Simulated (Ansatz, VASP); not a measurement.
Two plane-wave programs on Ge

```xyz
2
Lattice="-2.6517 2.6517 1.3765 2.6517 -2.6517 1.3765 2.6517 2.6517 -1.3765" Properties=species:S:1:pos:R:3 pbc="T T T"
Ge    2.6517    0.0000    0.6882
Ge    0.0000    0.0000    1.3765
```

Change from the starting cell: strain +0.030 along x and y, -0.015 along z, atoms carried along.

Alike in both runs: task single point; functional PBEsol; k mesh 20 × 20 × 20; occupations gaussian, width 0.15 eV; no spin polarisation.

|  | VASP | Ansatz |
| --- | --- | --- |
| version | VASP 6.6.1 | Ansatz 0.2.0 |
| potentials or method | VASP PAW PBE potentials, release 64 (Ge_d), cutoff 520 eV | scalar-relativistic, plane waves, PAW |
| valence electrons in the cell | 28 | 28 |

|  | VASP | Ansatz | Ansatz less VASP |
| --- | --- | --- | --- |
| gap on the k mesh at the Fermi level (eV) | none | none | - |
| pressure (GPa) | -3.6 | -3.6 | -0.02 |
| traceless stress, the component that is largest in VASP (GPa) | 2.78 | 2.77 | -0.011 |

VASP's potentials were made for PBE, not for PBEsol. A gap of «none» marks a metal or a gap that the smearing closes.
